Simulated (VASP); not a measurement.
Set up this calculation in VASP 6.6.1, as the native input.

```
Task                   : single point
Functional             : PBE
Potentials or basis    : VASP PAW PBE potentials, release 64 (Be, Bi_d)
Cutoff                 : 520 eV
k mesh                 : 10 × 10 × 10
Occupations            : gaussian, width 0.1 eV
Spin                   : no spin polarisation
Dipole correction      : no
Further INCAR settings : ALGO = Fast; EDIFF = 1e-06; NBANDS = 32
```

The structure of BeBi3 lies in POSCAR:

```
BeBi3
1.0
    4.8065815264      0.0000000000      0.0000000000
    0.0000000000      4.8065815264      0.0000000000
    0.0000000000      0.0000000000      4.8065815264
Be Bi
1 3
Direct
    0.0000000000      0.0000000000      0.0000000000
    0.0000000000      0.5000000000      0.5000000000
    0.5000000000      0.0000000000      0.5000000000
    0.5000000000      0.5000000000      0.0000000000
```

One way to write it, as run:

INCAR

```
SYSTEM = BeBi3
PREC = Accurate
ENCUT = 520
EDIFF = 1E-6
ISMEAR = 0
SIGMA = 0.1
LREAL = .False.
LASPH = .True.
NELM = 60
ALGO = Fast
ISIF = 2
LWAVE = .False.
LCHARG = .True.
GGA = PE
LELF = .True.
LVHAR = .True.
NBANDS = 32
```

KPOINTS

```
Automatic mesh
0
Gamma
  10 10 10
  0 0 0
```

Potentials or basis: VASP PAW PBE potentials, release 64 (Be, Bi_d).

The run is started by

```sh
$ cat potpaw_PBE.64/Be/POTCAR potpaw_PBE.64/Bi_d/POTCAR > POTCAR
$ mpirun -np 1 vasp_std > vasp.out
```

Results of the run:

* Pressure: -0.1 GPa
* Band gap on the k mesh: zero (an odd number of electrons rules out a gap without spin polarisation)

Caveat: spin-orbit coupling is left out, which moves the levels of the heavy elements.

Wall time 4.1 min on 1 thread of AMD EPYC 7R43 64-Core Processor (Zen 3), with other jobs on the host, peak memory 0.27 GiB.
